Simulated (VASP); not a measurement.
# Ge2F3 (Cmmm) in VASP: a series of runs

Ge2F3 is run at these levels: PBE; tasks: single point.

Program: VASP 6.6.1. These are calculated values, not measurements. Logs are shortened: lines on timing, memory, paths and dates and some standing lists are left out, and cuts for length are marked.

## Step 1: The cell of the first run

Symmetry: Cmmm, No. 65, orthorhombic system. Conventional cell: a = 5.376 Å, b = 8.131 Å, c = 3.472 Å, α = 90.00°, β = 90.00°, γ = 90.00°. Ge (site symmetry 2/m) has 8 F at 2.33 to 2.99 Å and 2 Ge at 2.69 Å within 3.1 Å. Within 3.2 Å of F (site symmetry m2m) lie 4 Ge at 2.33 Å and 6 F at 2.51 to 3.10 Å. Within 3.7 Å of F (site symmetry mmm) lie 8 F at 2.81 to 3.47 Å and 8 Ge at 2.99 Å.

The cell was generated, and may not be a known phase.

## Step 2: Single point, PBE

INCAR reads:

```
PREC = Accurate
ENCUT = 520
EDIFF = 1E-6
ISMEAR = 0
SIGMA = 0.1
LREAL = False
LASPH = True
NELM = 60
ALGO = Normal
ISIF = 2
LWAVE = False
LCHARG = False
GGA = PE
NBANDS = 32
```

KPOINTS reads:

```
regular mesh
0
Gamma
  4 4 2
```

POSCAR reads:

```
Ge2F3
1.0
    2.6879714244     -4.0655795718      0.0000000000
    2.6879714244      4.0655795718      0.0000000000
    0.0000000000      0.0000000000      3.4718453732
Ge F
2 3
Direct
    0.0000000000      0.5000000000      0.0000000000
    0.5000000000      0.0000000000      0.0000000000
    0.6546016042      0.3453983958      0.5000000000
    0.3453983958      0.6546016042      0.5000000000
    0.0000000000      0.0000000000      0.5000000000
```

Potentials or basis: VASP PAW PBE potentials, release 64 (Ge_d, F).

Started as:

```
cat potpaw_PBE.64/Ge_d/POTCAR potpaw_PBE.64/F/POTCAR > POTCAR
mpirun -np 1 vasp_std > vasp.out
```

OUTCAR:

```text
PREC = Accurate
   ENCUT = 520
   EDIFF = 1E-6
   ISMEAR = 0
   LREAL = False
   LASPH = True
   NELM = 60
   ISIF = 2
   GGA = PE

 ion  position               nearest neighbor table
   1  0.000  0.500  0.000-   3 2.33   4 2.33   3 2.33   4 2.33   2 2.69   2 2.69
   2  0.500  0.000  0.000-   3 2.33   4 2.33   3 2.33   4 2.33   1 2.69   1 2.69
   3  0.655  0.345  0.500-   1 2.33   2 2.33   1 2.33   2 2.33
   4  0.345  0.655  0.500-   1 2.33   2 2.33   1 2.33   2 2.33
   5  0.000  0.000  0.500-

  LATTYP: Found a base centered orthorhombic cell.
 ALAT       =     5.3759428488
 B/A-ratio  =     1.5125084794
 C/A-ratio  =     0.6458114364

  Lattice vectors:

 A1 = (   2.6879714244,  -4.0655795718,   0.0000000000)
 A2 = (   2.6879714244,   4.0655795718,   0.0000000000)
 A3 = (   0.0000000000,   0.0000000000,   3.4718453732)

Analysis of symmetry for initial positions (statically):
=====================================================================
 Subroutine PRICEL returns:
 Original cell was already a primitive cell.

 Routine SETGRP: Setting up the symmetry group for a
 base centered orthorhombic supercell.

 Subroutine GETGRP returns: Found  8 space group operations
 (whereof  8 operations were pure point group operations)
 out of a pool of  8 trial point group operations.

The static configuration has the point symmetry D_2h.

Analysis of symmetry for dynamics (positions and initial velocities):
=====================================================================
 Subroutine PRICEL returns:
 Original cell was already a primitive cell.

 Routine SETGRP: Setting up the symmetry group for a
 base centered orthorhombic supercell.

 Subroutine GETGRP returns: Found  8 space group operations
 (whereof  8 operations were pure point group operations)
 out of a pool of  8 trial point group operations.

The dynamic configuration has the point symmetry D_2h.

 Subroutine INISYM returns: Found  8 space group operations
 (whereof  8 operations are pure point group operations),
 and found     1 'primitive' translations

----------------------------------------------------------------------------------------

                                     Primitive cell

  volume of cell :      75.8818

  direct lattice vectors                    reciprocal lattice vectors
     2.687971424 -4.065579572  0.000000000     0.186013882 -0.122983695  0.000000000
     2.687971424  4.065579572  0.000000000     0.186013882  0.122983695  0.000000000
     0.000000000  0.000000000  3.471845373     0.000000000  0.000000000  0.288031261

  length of vectors
     4.873820640  4.873820640  3.471845373     0.222993618  0.222993618  0.288031261

  position of ions in fractional coordinates (direct lattice)
     0.000000000  0.500000000  0.000000000
     0.500000000  0.000000000  0.000000000
     0.654601604  0.345398396  0.500000000
     0.345398396  0.654601604  0.500000000
     0.000000000  0.000000000  0.500000000

  ion indices of the primitive-cell ions
   primitive index   ion index
                 1           1
                 2           2
                 3           3
                 4           4
                 5           5

----------------------------------------------------------------------------------------

 KPOINTS: regular mesh

Automatic generation of k-mesh.
 Grid dimensions read from file:
 generate k-points for:    4    4    2

 Generating k-lattice:

  Cartesian coordinates                     Fractional coordinates (reciprocal lattice)
     0.046503471 -0.030745924  0.000000000     0.250000000  0.000000000  0.000000000
     0.046503471  0.030745924  0.000000000     0.000000000  0.250000000  0.000000000
     0.000000000  0.000000000  0.144015630     0.000000000  0.000000000  0.500000000

  Length of vectors
     0.055748405  0.055748405  0.144015630

  Shift w.r.t. Gamma in fractional coordinates (k-lattice)
     0.000000000  0.000000000  0.000000000

 Subroutine IBZKPT returns following result:
 ===========================================

 Found     14 irreducible k-points:

 Following reciprocal coordinates:
            Coordinates               Weight
  0.000000  0.000000  0.000000      1.000000
  0.250000  0.000000  0.000000      4.000000
  0.500000  0.000000  0.000000      2.000000
  0.250000  0.250000  0.000000      2.000000
  0.500000  0.250000  0.000000      4.000000
 -0.250000  0.250000  0.000000      2.000000
  0.500000  0.500000  0.000000      1.000000
  0.000000  0.000000  0.500000      1.000000
  0.250000  0.000000  0.500000      4.000000
  0.500000  0.000000  0.500000      2.000000
  0.250000  0.250000  0.500000      2.000000
  0.500000  0.250000  0.500000      4.000000
 -0.250000  0.250000  0.500000      2.000000
  0.500000  0.500000  0.500000      1.000000
   k-points           NKPTS =     14   k-points in BZ     NKDIM =     14   number of bands    NBANDS=     32
   number of dos      NEDOS =    301   number of ions     NIONS =      5
   total plane-waves  NPLWV =  36288
   dimension x,y,z NGX =    36 NGY =   36 NGZ =   28
   dimension x,y,z NGXF=    72 NGYF=   72 NGZF=   56
   ions per type =               2   3
   NGX,Y,Z   is equivalent  to a cutoff of  12.28, 12.28, 13.41 a.u.
   NGXF,Y,Z  is equivalent  to a cutoff of  24.56, 24.56, 26.82 a.u.
 SYSTEM =  unknown system
   PREC   = accura    normal or accurate (medium, high low for compatibility)
   ISTART =      0    job   : 0-new  1-cont  2-samecut
   ICHARG =      2    charge: 1-file 2-atom 10-const
   ISPIN  =      1    spin polarized calculation?
   LNONCOLLINEAR =      F non collinear calculations
   LSORBIT =      F    spin-orbit coupling
   LASPH  =      T    aspherical Exc in radial PAW
   ENCUT  =  520.0 eV  38.22 Ry    6.18 a.u.   9.06  9.06  6.46*2*pi/ulx,y,z
   NELM   =     60;   NELMIN=  2; NELMDL= -5     # of ELM steps
   EDIFF  = 0.1E-05   stopping-criterion for ELM
   LREAL  =      F    real-space projection
   EDIFFG = 0.1E-04   stopping-criterion for IOM
   NSW    =      0    number of steps for IOM
   IBRION =     -1    ionic relax: 0-MD 1-quasi-New 2-CG
   NFREE  =      0    steps in history (QN), initial steepest desc. (CG)
   ISIF   =      2    stress and relaxation
   ISYM   =      2    0-nonsym 1-usesym 2-fastsym
   POTIM  = 0.5000    time-step for ionic-motion
   TEBEG  =    0.0;   TEEND  =   0.0 temperature during run
   PSTRESS=    0.0 pullay stress
   NELECT =      49.0000    total number of electrons
   NUPDOWN=      -1.0000    fix difference up-down
   EMIN   =  10.00;   EMAX   =-10.00  energy-range for DOS
   EFERMI =   0.00;   METHOD = LEGACY
   ISMEAR =     0;   SIGMA  =   0.10  broadening in eV -4-tet -1-fermi 0-gaus
   EFERMI_NEDOS =   21; number of points for ismear=-14 and -15
   IALGO  =     38    algorithm
   IMIX   =      4    mixing-type and parameters
     AMIX     =   0.40;   BMIX     =  1.00
     AMIX_MAG =   1.60;   BMIX_MAG =  1.00
  volume/ion in A,a.u.               =      15.18       102.42
  Fermi-wavevector in a.u.,A,eV,Ry     =   1.415015  2.673991 27.242501  2.002267
  Thomas-Fermi vector in A             =   2.536497
   LORBIT       =      0    0 simple, 1 ext, 2 COOP (PROOUT), +10 PAW based schemes
   GGA     = PE    functional components
   LHFCALC =     F    Hartree Fock is set to
   AEXX    =    0.0000 exact exchange contribution
   IVDW    =     0    specifies the selected vdW correction
   LEPSILON=     F    determine dielectric tensor
   LRPA    =     F    only Hartree local field effects (RPA)
 non-spin polarized calculation
 Gauss-broadening in eV      SIGMA  =   0.10
  energy-cutoff  :      520.00
  volume of cell :       75.88
 maximum number of plane-waves:      2070
   NGX = 19   NGY = 19   NGZ = 13

 number of electron      48.9999974 magnetization

 Free energy of the ion-electron system (eV)
  ---------------------------------------------------
  ext. energy  EPLUGINS =         0.00000000
  ---------------------------------------------------
  free energy    TOTEN  =       -20.59263790 eV

  energy without entropy =      -20.57985290  energy(sigma->0) =      -20.58624540

 E-fermi :   3.4744     XC(G=0):  -9.9032

 val. band max:        3.4648070889   @ k =   0.2500   0.0000   0.5000
 cond. band min:       3.5537899430   @ k =  -0.2500   0.2500   0.0000
 fundamental gap:      0.0889828541
 Fermi energy:         3.4744418018

 k-point     1 :       0.0000    0.0000    0.0000
  band No.  band energies     occupation
      1     -22.4508      2.00000
      2     -22.4263      2.00000
      3     -22.4079      2.00000
      4     -22.3960      2.00000
      5     -22.3776      2.00000
      6     -22.3581      2.00000
[... 24 lines left out ...]
     31      10.4819      0.00000
     32      12.5589      0.00000

 k-point     2 :       0.2500    0.0000    0.0000
  band No.  band energies     occupation
      1     -22.4394      2.00000
      2     -22.4021      2.00000
      3     -22.4015      2.00000
      4     -22.3961      2.00000
      5     -22.3806      2.00000
      6     -22.3411      2.00000
[... 24 lines left out ...]
     31      11.2234      0.00000
     32      12.2132      0.00000

 k-point     3 :       0.5000    0.0000    0.0000
  band No.  band energies     occupation
      1     -22.4192      2.00000
      2     -22.4182      2.00000
      3     -22.3894      2.00000
      4     -22.3893      2.00000
      5     -22.3272      2.00000
      6     -22.3250      2.00000
[... 24 lines left out ...]
     31      13.4411      0.00000
     32      13.4917      0.00000

 k-point     4 :       0.2500    0.2500    0.0000
  band No.  band energies     occupation
      1     -22.4199      2.00000
      2     -22.4175      2.00000
      3     -22.3896      2.00000
      4     -22.3890      2.00000
      5     -22.3280      2.00000
      6     -22.3241      2.00000
[... 304 lines left out ...]
     31      12.1533      0.00000
     32      13.5659      0.00000

 k-point    13 :      -0.2500    0.2500    0.5000
  band No.  band energies     occupation
      1     -22.5683      2.00000
      2     -22.4313      2.00000
      3     -22.3859      2.00000
      4     -22.3800      2.00000
      5     -22.3792      2.00000
      6     -22.3554      2.00000
[... 24 lines left out ...]
     31      12.3986      0.00000
     32      12.6534      0.00000

 k-point    14 :       0.5000    0.5000    0.5000
  band No.  band energies     occupation
      1     -22.5762      2.00000
      2     -22.4312      2.00000
      3     -22.3854      2.00000
      4     -22.3801      2.00000
      5     -22.3786      2.00000
      6     -22.3567      2.00000
[... 24 lines left out ...]
     31      12.5147      0.00000
     32      14.4538      0.00000

------------------------ aborting loop because EDIFF is reached ----------------------------------------

  FORCE on cell =-STRESS in cart. coord.  units (eV):
  Direction    XX          YY          ZZ          XY          YZ          ZX
  --------------------------------------------------------------------------------------
  -------------------------------------------------------------------------------------
  Total       -0.0546072     -0.0420932      0.0167611      0.0000000      0.0000000      0.0000000
  in kB       -1.1529829     -0.8887619      0.3538962      0.0000000      0.0000000      0.0000000
  external PRESSURE =      -0.5626162 kB  Pullay stress =       0.0000000 kB

 VOLUME and BASIS-vectors are now :
 -----------------------------------------------------------------------------
  energy-cutoff  :      520.00
  volume of cell :       75.88
      direct lattice vectors                 reciprocal lattice vectors
     2.687971424 -4.065579572  0.000000000     0.186013882 -0.122983695  0.000000000
     2.687971424  4.065579572  0.000000000     0.186013882  0.122983695  0.000000000
     0.000000000  0.000000000  3.471845373     0.000000000  0.000000000  0.288031261

 POSITION                                       TOTAL-FORCE (eV/Angst)
 -----------------------------------------------------------------------------------
      1.34399      2.03279      0.00000         0.000000     -0.000000      0.000000
      1.34399     -2.03279      0.00000         0.000000     -0.000000      0.000000
      2.68797     -1.25709      1.73592         0.000000      0.003089      0.000000
      2.68797      1.25709      1.73592         0.000000     -0.003089      0.000000
      0.00000      0.00000      1.73592         0.000000     -0.000000      0.000000
 -----------------------------------------------------------------------------------
    total drift:                                0.000000      0.000000      0.000000

  FREE ENERGIE OF THE ION-ELECTRON SYSTEM (eV)
  ---------------------------------------------------
  free  energy   TOTEN  =       -20.5926378962 eV

  energy  without entropy=      -20.5798528991  energy(sigma->0) =      -20.58624540
```

Run time: 41 s. Hardware: 1 thread of Oxide Virtual Turin-like, shared host; peak memory 0.15 GiB.

What came out:

```yaml
Free_energy: -20.5926 eV
Pressure: -0.1 GPa
Largest_force: 0.003 eV/Å
Band_gap_on_the_k_mesh: zero (an odd number of electrons rules out a gap without spin polarisation)
```

Forces on the atoms (eV/Å):
```
Ge   0.000  0.000  0.000
Ge   0.000  0.000  0.000
F    0.000  0.003  0.000
F    0.000 -0.003  0.000
F    0.000  0.000  0.000
```

Stress tensor (GPa, compression positive):
```
-0.12  0.00  0.00
 0.00 -0.09  0.00
 0.00  0.00  0.04
```

Levels at points of the mesh, in eV from the Fermi level:
| k point | band 22 | band 23 | band 24 | band 25 | band 26 | band 27 | band 28 | band 29 |
| --- | --- | --- | --- | --- | --- | --- | --- | --- |
| (0.00, 0.00, 0.00) | -3.16 | -2.93 | -2.34 | -1.30 | 1.42 | 2.59 | 4.53 | 4.66 |
| (0.50, 0.00, 0.00) | -3.32 | -2.95 | -2.81 | 0.68 | 1.56 | 2.98 | 3.02 | 4.41 |
| (0.50, 0.50, 0.00) | -2.93 | -2.93 | -2.25 | -2.13 | -1.04 | 3.68 | 4.28 | 4.49 |
| (0.00, 0.00, 0.50) | -2.99 | -2.93 | -2.52 | -0.98 | 0.64 | 1.65 | 2.73 | 4.02 |
| (0.50, 0.00, 0.50) | -3.20 | -3.01 | -2.80 | 1.09 | 2.25 | 2.43 | 2.71 | 3.17 |
| (0.50, 0.50, 0.50) | -3.28 | -3.14 | -2.85 | -0.23 | 1.75 | 1.89 | 3.63 | 4.18 |

Caveat: the k points lie up to 0.90 Å⁻¹ apart, too coarse for converged energies and pressures of a metal; an odd number of electrons without spin polarisation forces a metal; a magnetic or distorted state may lie lower.

## Step 3: Single point, PBE

This run uses another cell than the first one, of 30.03 Å³/atom.

INCAR reads:

```
SYSTEM = Ge2F3
  PREC = Accurate
  ENCUT = 520
  EDIFF = 1E-6
  ISMEAR = 0
  SIGMA = 0.1
  LREAL = .FALSE.
  LASPH = .TRUE.
  NELM = 60
  ALGO = Normal
  ISIF = 2
  LWAVE = .FALSE.
  LCHARG = .FALSE.
  GGA = PE
  NBANDS = 32
```

KPOINTS reads:

```
regular mesh
0
G
  4 4 2
  0 0 0
```

POSCAR reads:

```
Ge2F3
1.0
    2.8912808300     -3.1226269900      0.0000000000
    2.8912808300      3.1226269900      0.0000000000
    0.0000000000      0.0000000000      8.3166848900
Ge F
2 3
Direct
    0.0000000000      0.5000000000      0.0000000000
    0.5000000000      0.0000000000      0.0000000000
    0.5746897200      0.4253102800      0.5000000000
    0.4253102800      0.5746897200      0.5000000000
    0.0000000000      0.0000000000      0.5000000000
```

Potentials or basis: VASP PAW PBE potentials, release 64 (Ge_d, F).

Started as:

```
cat potpaw_PBE.64/Ge_d/POTCAR potpaw_PBE.64/F/POTCAR > POTCAR
mpirun -np 1 vasp_std > vasp.out
```

Run time: 1.7 min. Hardware: 1 thread of Oxide Virtual Turin-like, shared host; peak memory 0.23 GiB.

The run converged. Its results:

| Quantity | Value |
| --- | --- |
| Free energy | 2.2661 eV |
| Pressure | 28.2 GPa |
| Largest force | 98.930 eV/Å |
| Band gap on the k mesh | zero (an odd number of electrons rules out a gap without spin polarisation) |

Forces on the atoms (eV/Å):
```
Ge    0.000   0.000   0.000
Ge    0.000   0.000   0.000
F     0.000 -98.930   0.000
F     0.000  98.930   0.000
F     0.000   0.000   0.000
```

Stress tensor (GPa, compression positive):
```
-5.59  0.00  0.00
 0.00 92.42  0.00
 0.00  0.00 -2.10
```

Levels at points of the mesh, in eV from the Fermi level:
| k point | band 21 | band 22 | band 23 | band 24 | band 25 | band 26 | band 27 | band 28 | band 29 | band 30 |
| --- | --- | --- | --- | --- | --- | --- | --- | --- | --- | --- |
| (0.00, 0.00, 0.00) | -0.42 | -0.38 | -0.23 | -0.20 | -0.20 | -0.17 | 3.33 | 4.73 | 4.99 | 5.16 |
| (0.50, 0.00, 0.00) | -0.21 | -0.09 | 0.02 | 0.62 | 0.75 | 1.06 | 1.07 | 1.92 | 1.95 | 7.13 |
| (0.50, 0.50, 0.00) | -0.32 | -0.32 | -0.28 | -0.27 | -0.14 | 0.92 | 1.58 | 5.74 | 6.22 | 6.84 |
| (0.00, 0.00, 0.50) | -0.42 | -0.38 | -0.33 | -0.23 | -0.20 | -0.18 | 3.33 | 4.73 | 5.02 | 5.77 |
| (0.50, 0.00, 0.50) | -0.21 | -0.09 | 0.01 | 0.64 | 0.64 | 1.07 | 1.07 | 1.92 | 1.95 | 7.37 |
| (0.50, 0.50, 0.50) | -0.33 | -0.30 | -0.29 | -0.26 | -0.14 | 0.90 | 1.59 | 5.61 | 6.11 | 6.84 |

Caveat: the k points lie up to 0.38 Å⁻¹ apart, too coarse for converged energies and pressures of a metal; the standard files for N, O and F lose accuracy on very short bonds; an odd number of electrons without spin polarisation forces a metal; a magnetic or distorted state may lie lower.

The gap in the log of VASP goes by the Fermi energy; the results here count the filled bands.